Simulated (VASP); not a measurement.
A run of VASP 6.6.1 is set up as follows.

INCAR

```
SYSTEM = SnSe
PREC = Accurate
ENCUT = 520
EDIFF = 1E-6
ISMEAR = -1
SIGMA = 0.05
LREAL = .False.
LASPH = .True.
NELM = 60
ALGO = Normal
ISIF = 2
LWAVE = .False.
LCHARG = .False.
GGA = CA
NBANDS = 28
```

Contents of KPOINTS:

```
regular mesh
0
Gamma
  6 6 3
  0 0 0
```

The input POSCAR:

```
SnSe
1.0
    4.1978472110      0.0000000000      0.0000000000
    0.0000000000      4.1978472110      0.0000000000
    0.0000000000      0.0000000000     10.7663293357
Sn Se
2 2
Direct
    0.0000000000      0.5000000000      0.6277708900
    0.5000000000      0.0000000000      0.3722291100
    0.0000000000      0.5000000000      0.3839605100
    0.5000000000      0.0000000000      0.6160394900
```

Potentials or basis: VASP PAW LDA potentials, release 64 (Sn_d, Se).

Run with:

```bash
$ cat potpaw_LDA.64/Sn_d/POTCAR potpaw_LDA.64/Se/POTCAR > POTCAR
$ mpirun -np 1 vasp_std > vasp.out
```

What does it give for the largest force?

0.341 eV/Å.

What does it give for the band gap on the k mesh?

1.38 eV, direct.

Forces in eV/Å, atoms in the order of the input:
```
Sn   0.000  0.000  0.223
Sn   0.000  0.000 -0.223
Se   0.000  0.000 -0.341
Se   0.000  0.000  0.341
```

Caveat: spin-orbit coupling is left out, which moves the levels of the heavy elements.
